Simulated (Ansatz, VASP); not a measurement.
Sb: VASP beside Ansatz

```
Sb
1.0
     4.06850    0.00000    0.00000
    -2.03425    3.52342    0.00000
     0.00000    0.00000   27.10000
Sb
2
Direct
  0.33333 0.66667 0.25830
  0.66667 0.33333 0.31919
```

Alike in both runs: functional PBE; dispersion D3(BJ); k mesh 12 × 12 × 1; occupations gaussian, width 0.03 eV; no spin polarisation.

Ansatz relaxed the structure, and its values are those at the end. VASP's run is a single point on that final structure, the one shown.

|  | VASP | Ansatz |
| --- | --- | --- |
| version | VASP 6.6.1 | Ansatz 0.2.0 |
| potentials or method | VASP PAW PBE potentials, release 64 (Sb), cutoff 400 eV | scalar-relativistic, plane waves, PAW |
| valence electrons in the cell | 10 | 30 |

|  | VASP | Ansatz | Ansatz less VASP |
| --- | --- | --- | --- |
| gap on the k mesh at the Fermi level (eV) | 1.19 | 1.18 | -0.007 |
| least direct gap on the mesh (eV) | 1.64 | 1.67 | +0.029 |
| rms of the force components (eV/Å) | 0.052 | 0.002 | -0.0502 |

VASP's potentials hold 10 valence electrons a cell and Ansatz's 30, so a difference there can come from the potentials and not from the codes. Ansatz's warnings: slab cell height set, structure snapped to symmetry.

Neither program's run includes spin-orbit coupling.
